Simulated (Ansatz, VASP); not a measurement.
Two plane-wave programs on HC8F

```
CELL_PARAMETERS angstrom
4.93130 0.00000 0.00000
-2.46565 4.27064 0.00000
0.00000 0.00000 18.00003
ATOMIC_POSITIONS crystal
C 0.33333 0.16667 0.22222
C 0.33333 0.66667 0.22222
C 0.83333 0.16667 0.22222
C 0.83333 0.66667 0.22222
C 0.16667 0.33333 0.22222
C 0.16667 0.83333 0.22222
C 0.66667 0.33333 0.22222
C 0.66667 0.83333 0.22222
F 0.27889 0.22111 0.28445
H 0.38777 0.11223 0.28445
```

Alike in both runs: task single point; functional PBE; dispersion D3(BJ); k mesh 6 × 6 × 1; occupations gaussian, width 0.1 eV; no spin polarisation.

|  | VASP | Ansatz |
| --- | --- | --- |
| version | VASP 6.6.1 | Ansatz 0.2.0 |
| potentials or method | VASP PAW PBE potentials, release 64 (C, F, H), cutoff 520 eV | scalar-relativistic, plane waves, PAW |
| valence electrons in the cell | 40 | 40 |

|  | VASP | Ansatz | Ansatz less VASP |
| --- | --- | --- | --- |
| gap on the k mesh at the Fermi level (eV) | 1.24 | 1.24 | -0.002 |
| least direct gap on the mesh (eV) | 1.24 | 1.24 | -0.002 |
| rms of the force components (eV/Å) | 7.625 | 7.323 | -0.3022 |

Atom by atom the forces differ by 0.340 eV/Å (rms over components).

Noted on VASP's run: the standard files for N, O and F lose accuracy on very short bonds.
